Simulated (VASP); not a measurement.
# Au (I4/mmm) in VASP: single point with LDA

Aim: the single point of Au with LDA.

Program: VASP 6.6.1. These are calculated values, not measurements. Logs are shortened: lines on timing, memory, paths and dates and some standing lists are left out, and cuts for length are marked.

## 1. The cell of the first run

It takes space group I4/mmm (No. 139, tetragonal). The conventional cell has a = 3.544 Å, b = 3.544 Å, c = 8.777 Å, α = 90.00°, β = 90.00°, γ = 90.00°. Within 3.8 Å of Au (site symmetry 4mm) lie 9 Au at 2.86 to 3.54 Å.

## 2. Single point, LDA

Input file INCAR:

```
PREC = Accurate
ENCUT = 520
EDIFF = 1E-7
ISMEAR = 0
SIGMA = 0.15
LREAL = F
LASPH = T
NELM = 80
ALGO = Normal
ISIF = 2
LWAVE = F
LCHARG = T
LELF = T
LVHAR = T
NBANDS = 18
```

Input file KPOINTS:

```
Automatic mesh
0
Gamma
  11 11 11
```

Input file POSCAR:

```
Au
1.0
   -1.7720900000      1.7720900000      4.3885100000
    1.7720900000     -1.7720900000      4.3885100000
    1.7720900000      1.7720900000     -4.3885100000
Au
2
Direct
    0.6631100000      0.6631100000      0.0000000000
    0.3368900000      0.3368900000      0.0000000000
```

Potentials or basis: VASP PAW LDA potentials, release 64 (Au).

Command:

```console
$ cat potpaw_LDA.64/Au/POTCAR > POTCAR
$ mpirun -np 1 vasp_std > vasp.out
```

OUTCAR:

```text
PREC = Accurate
   ENCUT = 520
   EDIFF = 1E-7
   ISMEAR = 0
   LREAL = F
   LASPH = T
   NELM = 80
   ISIF = 2

 ion  position               nearest neighbor table
   1  0.663  0.663  0.000-   2 2.86   2 2.93   2 2.93   2 2.93   2 2.93
   2  0.337  0.337  0.000-   1 2.86   1 2.93   1 2.93   1 2.93   1 2.93

  LATTYP: Found a body centered tetragonal cell.
 ALAT       =     3.5441800000
 C/A-ratio  =     2.4764599992

  Lattice vectors:

 A1 = (  -1.7720900000,   1.7720900000,   4.3885100000)
 A2 = (   1.7720900000,  -1.7720900000,   4.3885100000)
 A3 = (   1.7720900000,   1.7720900000,  -4.3885100000)

Analysis of symmetry for initial positions (statically):
=====================================================================
 Subroutine PRICEL returns:
 Original cell was already a primitive cell.

 Routine SETGRP: Setting up the symmetry group for a
 body centered tetragonal supercell.

 Subroutine GETGRP returns: Found 16 space group operations
 (whereof 16 operations were pure point group operations)
 out of a pool of 16 trial point group operations.

The static configuration has the point symmetry D_4h.

Analysis of symmetry for dynamics (positions and initial velocities):
=====================================================================
 Subroutine PRICEL returns:
 Original cell was already a primitive cell.

 Routine SETGRP: Setting up the symmetry group for a
 body centered tetragonal supercell.

 Subroutine GETGRP returns: Found 16 space group operations
 (whereof 16 operations were pure point group operations)
 out of a pool of 16 trial point group operations.

The dynamic configuration has the point symmetry D_4h.

 Subroutine INISYM returns: Found 16 space group operations
 (whereof 16 operations are pure point group operations),
 and found     1 'primitive' translations

----------------------------------------------------------------------------------------

                                     Primitive cell

  volume of cell :      55.1250

  direct lattice vectors                    reciprocal lattice vectors
    -1.772090000  1.772090000  4.388510000     0.000000000  0.282152712  0.113933886
     1.772090000 -1.772090000  4.388510000     0.282152712  0.000000000  0.113933886
     1.772090000  1.772090000 -4.388510000     0.282152712  0.282152712  0.000000000

  length of vectors
     5.053674500  5.053674500  5.053674500     0.304287830  0.304287830  0.399024192

  position of ions in fractional coordinates (direct lattice)
     0.663110000  0.663110000  0.000000000
     0.336890000  0.336890000  0.000000000

  ion indices of the primitive-cell ions
   primitive index   ion index
                 1           1
                 2           2

----------------------------------------------------------------------------------------

 KPOINTS: Automatic mesh

Automatic generation of k-mesh.
 Grid dimensions read from file:
 generate k-points for:   11   11   11

 Generating k-lattice:

  Cartesian coordinates                     Fractional coordinates (reciprocal lattice)
     0.000000000  0.025650247  0.010357626     0.090909091  0.000000000  0.000000000
     0.025650247  0.000000000  0.010357626     0.000000000  0.090909091  0.000000000
     0.025650247  0.025650247  0.000000000     0.000000000  0.000000000  0.090909091

  Length of vectors
     0.027662530  0.027662530  0.036274927

  Shift w.r.t. Gamma in fractional coordinates (k-lattice)
     0.000000000  0.000000000  0.000000000

 Subroutine IBZKPT returns following result:
 ===========================================

 Found    126 irreducible k-points:

 Following reciprocal coordinates:
            Coordinates               Weight
  0.000000  0.000000  0.000000      1.000000
  0.090909 -0.000000  0.000000      8.000000
  0.181818  0.000000  0.000000      8.000000
  0.272727  0.000000  0.000000      8.000000
  0.363636 -0.000000  0.000000      8.000000
  0.454545 -0.000000  0.000000      8.000000
[... 16 lines left out ...]
 -0.272727  0.181818  0.000000     16.000000
 -0.181818  0.181818  0.000000      4.000000
 [... further k-points ...]
   k-points           NKPTS =    126   k-points in BZ     NKDIM =    126   number of bands    NBANDS=     18
   number of dos      NEDOS =    301   number of ions     NIONS =      2
   total plane-waves  NPLWV =  64000
   dimension x,y,z NGX =    40 NGY =   40 NGZ =   40
   dimension x,y,z NGXF=    80 NGYF=   80 NGZF=   80
   ions per type =               2
   NGX,Y,Z   is equivalent  to a cutoff of  13.16, 13.16, 13.16 a.u.
   NGXF,Y,Z  is equivalent  to a cutoff of  26.32, 26.32, 26.32 a.u.
 SYSTEM =  unknown system
   PREC   = accura    normal or accurate (medium, high low for compatibility)
   ISTART =      0    job   : 0-new  1-cont  2-samecut
   ICHARG =      2    charge: 1-file 2-atom 10-const
   ISPIN  =      1    spin polarized calculation?
   LNONCOLLINEAR =      F non collinear calculations
   LSORBIT =      F    spin-orbit coupling
   LASPH  =      T    aspherical Exc in radial PAW
   ENCUT  =  520.0 eV  38.22 Ry    6.18 a.u.   9.40  9.40  9.40*2*pi/ulx,y,z
   NELM   =     80;   NELMIN=  2; NELMDL= -5     # of ELM steps
   EDIFF  = 0.1E-06   stopping-criterion for ELM
   LREAL  =      F    real-space projection
   EDIFFG = 0.1E-05   stopping-criterion for IOM
   NSW    =      0    number of steps for IOM
   IBRION =     -1    ionic relax: 0-MD 1-quasi-New 2-CG
   NFREE  =      0    steps in history (QN), initial steepest desc. (CG)
   ISIF   =      2    stress and relaxation
   ISYM   =      2    0-nonsym 1-usesym 2-fastsym
   POTIM  = 0.5000    time-step for ionic-motion
   TEBEG  =    0.0;   TEEND  =   0.0 temperature during run
   PSTRESS=    0.0 pullay stress
   NELECT =      22.0000    total number of electrons
   NUPDOWN=      -1.0000    fix difference up-down
   EMIN   =  10.00;   EMAX   =-10.00  energy-range for DOS
   EFERMI =   0.00;   METHOD = LEGACY
   ISMEAR =     0;   SIGMA  =   0.15  broadening in eV -4-tet -1-fermi 0-gaus
   EFERMI_NEDOS =   21; number of points for ismear=-14 and -15
   IALGO  =     38    algorithm
   IMIX   =      4    mixing-type and parameters
     AMIX     =   0.40;   BMIX     =  1.00
     AMIX_MAG =   1.60;   BMIX_MAG =  1.00
  volume/ion in A,a.u.               =      27.56       186.00
  Fermi-wavevector in a.u.,A,eV,Ry     =   1.205312  2.277710 19.766234  1.452777
  Thomas-Fermi vector in A             =   2.341012
   LORBIT       =      0    0 simple, 1 ext, 2 COOP (PROOUT), +10 PAW based schemes
   GGA     = CA    functional components
   LHFCALC =     F    Hartree Fock is set to
   AEXX    =    0.0000 exact exchange contribution
   IVDW    =     0    specifies the selected vdW correction
   LEPSILON=     F    determine dielectric tensor
   LRPA    =     F    only Hartree local field effects (RPA)
 non-spin polarized calculation
 Gauss-broadening in eV      SIGMA  =   0.15
  energy-cutoff  :      520.00
  volume of cell :       55.13
 maximum number of plane-waves:      1509
 NGX is ok and might be reduce to    40
   NGX = 19   NGY = 19   NGZ = 19

 number of electron      22.0000001 magnetization

 Free energy of the ion-electron system (eV)
  ---------------------------------------------------
  ext. energy  EPLUGINS =         0.00000000
  ---------------------------------------------------
  free energy    TOTEN  =        -6.89397182 eV

  energy without entropy =       -6.88614884  energy(sigma->0) =       -6.89006033

 E-fermi :   2.9295     XC(G=0): -10.1570

 val. band max:        2.8341892189   @ k =  -0.3636   0.3636   0.2727
 cond. band min:       2.9430467652   @ k =   0.3636   0.1818   0.0909
 fundamental gap:      0.1088575464
 Fermi energy:         2.9294524592

 k-point     1 :       0.0000    0.0000    0.0000
  band No.  band energies     occupation
      1      -3.1631      2.00000
      2      -1.0427      2.00000
      3      -0.4099      2.00000
      4      -0.2149      2.00000
      5      -0.1270      2.00000
      6       0.2312      2.00000
[... 10 lines left out ...]
     17      15.0425      0.00000
     18      15.6130      0.00000

 k-point     2 :       0.0909   -0.0000    0.0000
  band No.  band energies     occupation
      1      -3.0398      2.00000
      2      -1.0168      2.00000
      3      -0.4451      2.00000
      4      -0.2110      2.00000
      5      -0.2014      2.00000
      6       0.1635      2.00000
[... 10 lines left out ...]
     17      15.4850      0.00000
     18      15.7331      0.00000

 k-point     3 :       0.1818    0.0000    0.0000
  band No.  band energies     occupation
      1      -2.6888      2.00000
      2      -0.9895      2.00000
      3      -0.4833      2.00000
      4      -0.3715      2.00000
      5      -0.2594      2.00000
      6       0.0192      2.00000
[... 10 lines left out ...]
     17      15.5903      0.00000
     18      16.0687      0.00000

 k-point     4 :       0.2727    0.0000    0.0000
  band No.  band energies     occupation
      1      -2.1847      2.00000
      2      -1.0350      2.00000
      3      -0.6032      2.00000
      4      -0.5104      2.00000
      5      -0.1602      2.00000
      6      -0.1558      2.00000
[... 375 lines left out ...]
      4      -0.3481      2.00000
      5      -0.3200      2.00000
      6       0.3254      2.00000
[... 10 lines left out ...]
     17      12.9936      0.00000
     18      14.2797      0.00000

 k-point    23 :      -0.2727    0.1818    0.0000
  band No.  band energies     occupation
      1      -1.9178      2.00000
      2      -0.9014      2.00000
      3      -0.7533      2.00000
      4      -0.2223      2.00000
      5      -0.1962      2.00000
      6       0.1168      2.00000
[... 10 lines left out ...]
     17      12.5454      0.00000
     18      15.2924      0.00000

 k-point    24 :      -0.1818    0.1818    0.0000
  band No.  band energies     occupation
      1      -2.3456      2.00000
      2      -0.8023      2.00000
      3      -0.7492      2.00000
      4      -0.2430      2.00000
      5      -0.1171      2.00000
      6       0.1428      2.00000
[... 10 lines left out ...]
     17      12.5447      0.00000
     18      16.6233      0.00000

 [... further k-points ...]

------------------------ aborting loop because EDIFF is reached ----------------------------------------

  FORCE on cell =-STRESS in cart. coord.  units (eV):
  Direction    XX          YY          ZZ          XY          YZ          ZX
  --------------------------------------------------------------------------------------
  -------------------------------------------------------------------------------------
  Total       -5.3179127     -5.3179127     -5.6078271      0.0000000      0.0000000      0.0000000
  in kB     -154.5621500   -154.5621500   -162.9883513      0.0000000      0.0000000      0.0000000
  external PRESSURE =    -157.3708838 kB  Pullay stress =       0.0000000 kB

 VOLUME and BASIS-vectors are now :
 -----------------------------------------------------------------------------
  energy-cutoff  :      520.00
  volume of cell :       55.13
      direct lattice vectors                 reciprocal lattice vectors
    -1.772090000  1.772090000  4.388510000     0.000000000  0.282152712  0.113933886
     1.772090000 -1.772090000  4.388510000     0.282152712  0.000000000  0.113933886
     1.772090000  1.772090000 -4.388510000     0.282152712  0.282152712  0.000000000

 POSITION                                       TOTAL-FORCE (eV/Angst)
 -----------------------------------------------------------------------------------
      0.00000      0.00000      5.82013         0.000000      0.000000      0.572310
      0.00000      0.00000      2.95689        -0.000000     -0.000000     -0.572310
 -----------------------------------------------------------------------------------
    total drift:                                0.000000      0.000000     -0.000000

  FREE ENERGIE OF THE ION-ELECTRON SYSTEM (eV)
  ---------------------------------------------------
  free  energy   TOTEN  =        -6.8939718211 eV

  energy  without entropy=       -6.8861488361  energy(sigma->0) =       -6.89006033
```

Wall time 4.7 min (1 thread of Intel Xeon Platinum 8375C at 2.90GHz (Ice Lake), shared host); peak memory 0.26 GiB.

What came out:

- Free energy: -6.8940 eV
- Pressure: -15.7 GPa
- Largest force: 0.572 eV/Å
- Band gap on the k mesh: zero (bands 11 and 12 overlap by 2.36 eV)

Forces in eV/Å, atoms in the order of the input:
```
Au   0.000  0.000  0.572
Au   0.000  0.000 -0.572
```

Levels at points of the mesh, in eV from the Fermi level:
| k point | band 8 | band 9 | band 10 | band 11 | band 12 | band 13 | band 14 | band 15 |
| --- | --- | --- | --- | --- | --- | --- | --- | --- |
| (0.00, 0.00, 0.00) | -2.37 | -2.37 | -2.37 | -1.35 | 4.41 | 4.94 | 9.48 | 9.48 |

Caveat: the cell stands under tension; spin-orbit coupling is left out, which moves the levels of the heavy elements.

The gap in the log of VASP goes by the Fermi energy; the results here count the filled bands.